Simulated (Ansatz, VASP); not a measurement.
Two plane-wave programs on MgS

File INCAR:

```
ALGO = Normal
EDIFF = 1E-6
EDIFFG = -0.01
ENCUT = 600
GGA = PS
IBRION = 2
ISIF = 3
ISMEAR = -1
LASPH = True
LCHARG = False
LREAL = False
LWAVE = False
NELM = 60
NSW = 60
PREC = Accurate
SIGMA = 0.05
```

KPOINTS

```
k-points
0
Gamma
  8 8 4
```

Contents of POSCAR:

```
MgS
1.0
    4.0346224068      0.0000000000      0.0000000000
   -2.0173112034      3.4940854990      0.0000000000
    0.0000000000      0.0000000000      6.4322941800
S Mg
2 2
Direct
    0.6666666667      0.3333333333      0.8792441500
    0.3333333333      0.6666666667      0.3792441500
    0.3333333333      0.6666666667      0.9957548500
    0.6666666667      0.3333333333      0.4957548500
```

input.yaml

```yaml
crystal:
  lattice:
    - [4.0346224068, 0.0, 0.0]
    - [-2.0173112034, 3.494085499, 0.0]
    - [0.0, 0.0, 6.43229418]
  atoms:
    - { symbol: S, position: [0.6666666667, 0.3333333333, 0.87924415] }
    - { symbol: S, position: [0.3333333333, 0.6666666667, 0.37924415] }
    - { symbol: Mg, position: [0.3333333333, 0.6666666667, 0.99575485] }
    - { symbol: Mg, position: [0.6666666667, 0.3333333333, 0.49575485] }
hamiltonian:
  xc: pbesol
  pseudopotentials: { kind: paw }
kpoints:
  mp_grid: { grid: [8, 8, 4] }
scf:
  occupations: { method: fermi_dirac, width: 0.05 }
output:
  forces: true
  stress: true
  eigenvalues: true
  write_density: true
  write_potential: true
  elf: true
  volumetric_format: npy
relax:
  f_tol: 0.01
  max_steps: 40
  cell: { stress_tol: 0.05 }
```

Alike in both runs: task relaxation of cell and atoms; functional PBEsol; k mesh 8 × 8 × 4; occupations fermi-dirac, width 0.05 eV; no spin polarisation.

|  | VASP | Ansatz |
| --- | --- | --- |
| version | VASP 6.6.1 | Ansatz 0.2.0 |
| potentials or method | VASP PAW PBE potentials, release 64 (S, Mg) | Ansatz PAW |
| plane-wave cutoff (eV) | 600 | 420 |
| valence electrons in the cell | 16 | 32 |

|  | VASP | Ansatz | Ansatz less VASP |
| --- | --- | --- | --- |
| gap on the k mesh at the Fermi level, each at its own relaxed structure (eV) | 3.31 | 3.30 | -0.005 |
| relaxed volume (Å³/atom) | 22.50 | 22.54 | +0.040 |
| relaxed cell length with the largest relative difference (Å) | 6.407 | 6.416 | +0.0090 |

VASP's potentials were made for PBE, not for PBEsol. VASP's potentials hold 16 valence electrons a cell and Ansatz's 32, so a difference there can come from the potentials and not from the codes.

Noted on Ansatz's run: the plane-wave basis is chosen anew once the cell has moved, so the energies of steps on either side of that aren't comparable.
